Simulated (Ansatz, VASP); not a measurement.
## Two plane-wave programs on C

The input INCAR:

```
SYSTEM = C
  PREC = Accurate
  ENCUT = 520
  EDIFF = 1E-6
  ISMEAR = 0
  SIGMA = 0.1
  LREAL = .False.
  LASPH = .True.
  NELM = 60
  ALGO = Normal
  ISIF = 2
  LWAVE = .False.
  LCHARG = .False.
  LDIPOL = .True.
  IDIPOL = 3
  DIPOL = 0.5 0.5 0.500
  GGA = PE
  IVDW = 12
  NBANDS = 11
```

The input KPOINTS:

```
Automatic mesh
0
Gamma
  21 21 1
  0 0 0
```

POSCAR

```
C
1.0
    2.5660000000      0.0000000000      0.0000000000
   -1.2830000000      2.2222211861      0.0000000000
    0.0000000000      0.0000000000     26.0024170307
C
2
Direct
    0.6666666667      0.3333333333      0.5137294929
    0.3333333333      0.6666666667      0.4862705071
```

Input for Ansatz:

```yaml
crystal:
  lattice:
    - [2.566, 0.0, 0.0]
    - [-1.283, 2.2222211861, 0.0]
    - [0.0, 0.0, 26.0024170307]
  atoms:
    - { symbol: C, position: [0.6666666667, 0.3333333333, 0.5137294929] }
    - { symbol: C, position: [0.3333333333, 0.6666666667, 0.4862705071] }
  periodic: [true, true, false]
basis:
  ecutwfc: 420
kpoints:
  mp_grid: { grid: [21, 21, 1] }
hamiltonian:
  xc: pbe
  pseudopotentials: { kind: paw, azcp: { folder: soft_1 } }
  dispersion: d3bj
scf:
  occupations: { method: gaussian, width: 0.1 }
output:
  forces: true
  stress: true
  eigenvalues: true
```

Alike in both runs: task single point; functional PBE; dispersion D3(BJ); k mesh 21 × 21 × 1; occupations gaussian, width 0.1 eV; no spin polarisation.

|  | VASP | Ansatz |
| --- | --- | --- |
| version | VASP 6.6.1 | Ansatz 0.2.0 |
| potentials or method | VASP PAW PBE potentials, release 64 (C), cutoff 520 eV | scalar-relativistic, plane waves, PAW |
| valence electrons in the cell | 8 | 8 |

VASP gave:

```
gap on the k mesh at the Fermi level (eV) : none
rms of the force components (eV/Å)        : 6.027
```

Estimate Ansatz's values.

gap on the k mesh at the Fermi level (eV): none; rms of the force components (eV/Å): 6.034.

Atom by atom the forces differ by 0.006 eV/Å (rms over components). A gap of «none» marks a metal or a gap that the smearing closes.
